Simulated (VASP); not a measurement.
# K (Pm-3m) in VASP: single point with PBE

Aim: the single point of K with PBE.

All numbers are computed with VASP 6.6.1; they aren't measurements. Logs are shortened: lines on timing, memory, paths and dates and some standing lists are left out, and cuts for length are marked.

## (1) The cell of the first run

Symmetry: Pm-3m, No. 221, cubic system. The conventional cell has a = 4.310 Å, b = 4.310 Å, c = 4.310 Å, α = 90.00°, β = 90.00°, γ = 90.00°. Within 5.7 Å of K (site symmetry m-3m) lie 6 K at 4.31 Å.

This isn't the form of K at room conditions, which is bcc.

## (2) Single point, PBE

Contents of INCAR:

```
SYSTEM = K
  ALGO = Normal
  EDIFF = 1E-6
  ENCUT = 520
  GGA = PE
  ISIF = 2
  ISMEAR = 0
  LASPH = .True.
  LCHARG = .False.
  LREAL = .False.
  LWAVE = .False.
  NBANDS = 10
  NELM = 80
  PREC = Accurate
  SIGMA = 0.05
```

Contents of KPOINTS:

```
k-points
0
Gamma
  10 10 10
  0 0 0
```

Contents of POSCAR:

```
K
1.0
    4.3104394900      0.0000000000      0.0000000000
    0.0000000000      4.3104394900      0.0000000000
    0.0000000000      0.0000000000      4.3104394900
K
1
Direct
    0.0000000000      0.0000000000      0.0000000000
```

Potentials or basis: VASP PAW PBE potentials, release 64 (K_sv).

The run is started by

```sh
cat potpaw_PBE.64/K_sv/POTCAR > POTCAR
mpirun -np 1 vasp_std > vasp.out
```

OUTCAR:

```text
SYSTEM = K
   EDIFF = 1E-6
   ENCUT = 520
   GGA = PE
   ISIF = 2
   ISMEAR = 0
   LASPH = .True.
   LREAL = .False.
   NELM = 80
   PREC = Accurate

 ion  position               nearest neighbor table
   1  0.000  0.000  0.000-

  LATTYP: Found a simple cubic cell.
 ALAT       =     4.3104394900

  Lattice vectors:

 A1 = (   4.3104394900,   0.0000000000,   0.0000000000)
 A2 = (   0.0000000000,   4.3104394900,   0.0000000000)
 A3 = (   0.0000000000,   0.0000000000,   4.3104394900)

Analysis of symmetry for initial positions (statically):
=====================================================================
 Subroutine PRICEL returns:
 Original cell was already a primitive cell.

 Routine SETGRP: Setting up the symmetry group for a
 simple cubic supercell.

 Subroutine GETGRP returns: Found 48 space group operations
 (whereof 48 operations were pure point group operations)
 out of a pool of 48 trial point group operations.

The static configuration has the point symmetry O_h .

Analysis of symmetry for dynamics (positions and initial velocities):
=====================================================================
 Subroutine PRICEL returns:
 Original cell was already a primitive cell.

 Routine SETGRP: Setting up the symmetry group for a
 simple cubic supercell.

 Subroutine GETGRP returns: Found 48 space group operations
 (whereof 48 operations were pure point group operations)
 out of a pool of 48 trial point group operations.

The dynamic configuration has the point symmetry O_h .

 Subroutine INISYM returns: Found 48 space group operations
 (whereof 48 operations are pure point group operations),
 and found     1 'primitive' translations

----------------------------------------------------------------------------------------

                                     Primitive cell

  volume of cell :      80.0875

  direct lattice vectors                    reciprocal lattice vectors
     4.310439490  0.000000000  0.000000000     0.231994905  0.000000000  0.000000000
     0.000000000  4.310439490  0.000000000     0.000000000  0.231994905  0.000000000
     0.000000000  0.000000000  4.310439490     0.000000000  0.000000000  0.231994905

  length of vectors
     4.310439490  4.310439490  4.310439490     0.231994905  0.231994905  0.231994905

  position of ions in fractional coordinates (direct lattice)
     0.000000000  0.000000000  0.000000000

  ion indices of the primitive-cell ions
   primitive index   ion index
                 1           1

----------------------------------------------------------------------------------------

 KPOINTS: k-points

Automatic generation of k-mesh.
 Grid dimensions read from file:
 generate k-points for:   10   10   10

 Generating k-lattice:

  Cartesian coordinates                     Fractional coordinates (reciprocal lattice)
     0.023199491  0.000000000  0.000000000     0.100000000  0.000000000  0.000000000
     0.000000000  0.023199491  0.000000000     0.000000000  0.100000000  0.000000000
     0.000000000  0.000000000  0.023199491     0.000000000  0.000000000  0.100000000

  Length of vectors
     0.023199491  0.023199491  0.023199491

  Shift w.r.t. Gamma in fractional coordinates (k-lattice)
     0.000000000  0.000000000  0.000000000

 Subroutine IBZKPT returns following result:
 ===========================================

 Found     56 irreducible k-points:

 Following reciprocal coordinates:
            Coordinates               Weight
  0.000000  0.000000  0.000000      1.000000
  0.100000  0.000000  0.000000      6.000000
  0.200000  0.000000  0.000000      6.000000
  0.300000  0.000000  0.000000      6.000000
  0.400000  0.000000  0.000000      6.000000
  0.500000  0.000000  0.000000      3.000000
[... 16 lines left out ...]
  0.200000  0.100000  0.100000     24.000000
  0.300000  0.100000  0.100000     24.000000
 [... further k-points ...]
   k-points           NKPTS =     56   k-points in BZ     NKDIM =     56   number of bands    NBANDS=     10
   number of dos      NEDOS =    301   number of ions     NIONS =      1
   total plane-waves  NPLWV =  32768
   dimension x,y,z NGX =    32 NGY =   32 NGZ =   32
   dimension x,y,z NGXF=    64 NGYF=   64 NGZF=   64
   ions per type =               1
   NGX,Y,Z   is equivalent  to a cutoff of  12.34, 12.34, 12.34 a.u.
   NGXF,Y,Z  is equivalent  to a cutoff of  24.68, 24.68, 24.68 a.u.
 SYSTEM =  K
   PREC   = accura    normal or accurate (medium, high low for compatibility)
   ISTART =      0    job   : 0-new  1-cont  2-samecut
   ICHARG =      2    charge: 1-file 2-atom 10-const
   ISPIN  =      1    spin polarized calculation?
   LNONCOLLINEAR =      F non collinear calculations
   LSORBIT =      F    spin-orbit coupling
   LASPH  =      T    aspherical Exc in radial PAW
   ENCUT  =  520.0 eV  38.22 Ry    6.18 a.u.   8.01  8.01  8.01*2*pi/ulx,y,z
   NELM   =     80;   NELMIN=  2; NELMDL= -5     # of ELM steps
   EDIFF  = 0.1E-05   stopping-criterion for ELM
   LREAL  =      F    real-space projection
   EDIFFG = 0.1E-04   stopping-criterion for IOM
   NSW    =      0    number of steps for IOM
   IBRION =     -1    ionic relax: 0-MD 1-quasi-New 2-CG
   NFREE  =      0    steps in history (QN), initial steepest desc. (CG)
   ISIF   =      2    stress and relaxation
   ISYM   =      2    0-nonsym 1-usesym 2-fastsym
   POTIM  = 0.5000    time-step for ionic-motion
   TEBEG  =    0.0;   TEEND  =   0.0 temperature during run
   PSTRESS=    0.0 pullay stress
   NELECT =       9.0000    total number of electrons
   NUPDOWN=      -1.0000    fix difference up-down
   EMIN   =  10.00;   EMAX   =-10.00  energy-range for DOS
   EFERMI =   0.00;   METHOD = LEGACY
   ISMEAR =     0;   SIGMA  =   0.05  broadening in eV -4-tet -1-fermi 0-gaus
   EFERMI_NEDOS =   21; number of points for ismear=-14 and -15
   IALGO  =     38    algorithm
   IMIX   =      4    mixing-type and parameters
     AMIX     =   0.40;   BMIX     =  1.00
     AMIX_MAG =   1.60;   BMIX_MAG =  1.00
  volume/ion in A,a.u.               =      80.09       540.46
  Fermi-wavevector in a.u.,A,eV,Ry     =   0.790013  1.492908  8.491671  0.624120
  Thomas-Fermi vector in A             =   1.895269
   LORBIT       =      0    0 simple, 1 ext, 2 COOP (PROOUT), +10 PAW based schemes
   GGA     = PE    functional components
   LHFCALC =     F    Hartree Fock is set to
   AEXX    =    0.0000 exact exchange contribution
   IVDW    =     0    specifies the selected vdW correction
   LEPSILON=     F    determine dielectric tensor
   LRPA    =     F    only Hartree local field effects (RPA)
 non-spin polarized calculation
 Gauss-broadening in eV      SIGMA  =   0.05
  energy-cutoff  :      520.00
  volume of cell :       80.09
 maximum number of plane-waves:      2192
   NGX = 17   NGY = 17   NGZ = 17

 number of electron       9.0000003 magnetization

 Free energy of the ion-electron system (eV)
  ---------------------------------------------------
  ext. energy  EPLUGINS =         0.00000000
  ---------------------------------------------------
  free energy    TOTEN  =        -0.94330061 eV

  energy without entropy =       -0.94209755  energy(sigma->0) =       -0.94269908

 E-fermi :  -0.2218     XC(G=0):  -5.4400

 val. band max:       -0.2766719712   @ k =   0.4000   0.2000   0.2000
 cond. band min:      -0.2166383773   @ k =   0.5000   0.1000   0.0000
 fundamental gap:      0.0600335939
 Fermi energy:        -0.2217534545

 k-point     1 :       0.0000    0.0000    0.0000
  band No.  band energies     occupation
      1     -32.6135      2.00000
      2     -16.0550      2.00000
      3     -16.0550      2.00000
      4     -16.0550      2.00000
      5      -2.3183      2.00000
      6       2.6196      0.00000
      7       2.6196      0.00000
      8       5.8678      0.00000
      9       5.8686      0.00000
     10       5.8743      0.00000

 k-point     2 :       0.1000    0.0000    0.0000
  band No.  band energies     occupation
      1     -32.6131      2.00000
      2     -16.0631      2.00000
      3     -16.0544      2.00000
      4     -16.0544      2.00000
      5      -2.2260      2.00000
      6       2.5208      0.00000
      7       2.6659      0.00000
      8       5.4315      0.00000
      9       5.4316      0.00000
     10       5.6769      0.00000

 k-point     3 :       0.2000    0.0000    0.0000
  band No.  band energies     occupation
      1     -32.6121      2.00000
      2     -16.0840      2.00000
      3     -16.0526      2.00000
      4     -16.0526      2.00000
      5      -1.9535      2.00000
      6       2.1323      0.00000
      7       2.7958      0.00000
      8       4.9928      0.00000
      9       4.9928      0.00000
     10       5.3680      0.00000

 k-point     4 :       0.3000    0.0000    0.0000
  band No.  band energies     occupation
      1     -32.6108      2.00000
      2     -16.1097      2.00000
      3     -16.0504      2.00000
      4     -16.0504      2.00000
      5      -1.5138      2.00000
      6       1.4340      0.00000
      7       2.9777      0.00000
      8       4.6553      0.00000
      9       4.6553      0.00000
     10       5.5559      0.00000
[... 222 lines left out ...]
 k-point    22 :       0.1000    0.1000    0.1000
  band No.  band energies     occupation
      1     -32.6123      2.00000
      2     -16.0624      2.00000
      3     -16.0613      2.00000
      4     -16.0613      2.00000
      5      -2.0427      2.00000
      6       2.5681      0.00000
      7       2.5681      0.00000
      8       4.6409      0.00000
      9       5.3421      0.00000
     10       5.3421      0.00000

 k-point    23 :       0.2000    0.1000    0.1000
  band No.  band energies     occupation
      1     -32.6113      2.00000
      2     -16.0825      2.00000
      3     -16.0601      2.00000
      4     -16.0595      2.00000
      5      -1.7733      2.00000
      6       2.2433      0.00000
      7       2.7038      0.00000
      8       4.3047      0.00000
      9       4.8547      0.00000
     10       5.4193      0.00000

 k-point    24 :       0.3000    0.1000    0.1000
  band No.  band energies     occupation
      1     -32.6100      2.00000
      2     -16.1080      2.00000
      3     -16.0579      2.00000
      4     -16.0573      2.00000
      5      -1.3386      2.00000
      6       1.5667      0.00000
      7       2.9077      0.00000
      8       4.2677      0.00000
      9       4.4325      0.00000
     10       5.5071      0.00000

 [... further k-points ...]

------------------------ aborting loop because EDIFF is reached ----------------------------------------

  FORCE on cell =-STRESS in cart. coord.  units (eV):
  Direction    XX          YY          ZZ          XY          YZ          ZX
  --------------------------------------------------------------------------------------
  -------------------------------------------------------------------------------------
  Total       -0.0201428     -0.0201428     -0.0201428     -0.0000000      0.0000000     -0.0000000
  in kB       -0.4029629     -0.4029629     -0.4029629     -0.0000000      0.0000000     -0.0000000
  external PRESSURE =      -0.4029629 kB  Pullay stress =       0.0000000 kB

 VOLUME and BASIS-vectors are now :
 -----------------------------------------------------------------------------
  energy-cutoff  :      520.00
  volume of cell :       80.09
      direct lattice vectors                 reciprocal lattice vectors
     4.310439490  0.000000000  0.000000000     0.231994905  0.000000000  0.000000000
     0.000000000  4.310439490  0.000000000     0.000000000  0.231994905  0.000000000
     0.000000000  0.000000000  4.310439490     0.000000000  0.000000000  0.231994905

 POSITION                                       TOTAL-FORCE (eV/Angst)
 -----------------------------------------------------------------------------------
      0.00000      0.00000      0.00000         0.000000      0.000000      0.000000
 -----------------------------------------------------------------------------------
    total drift:                                0.000000      0.000000      0.000000

  FREE ENERGIE OF THE ION-ELECTRON SYSTEM (eV)
  ---------------------------------------------------
  free  energy   TOTEN  =        -0.9433006122 eV

  energy  without entropy=       -0.9420975461  energy(sigma->0) =       -0.94269908
```

Run time: 18 s. Hardware: 1 thread of AMD EPYC 7R13 (Zen 3), shared host; peak memory 0.16 GiB.

Results:

```
Free energy            : -0.9433 eV
Pressure               : 0.0 GPa
Band gap on the k mesh : zero (an odd number of electrons rules out a gap without spin polarisation)
```

The gap in the log of VASP goes by the Fermi energy; the results here count the filled bands.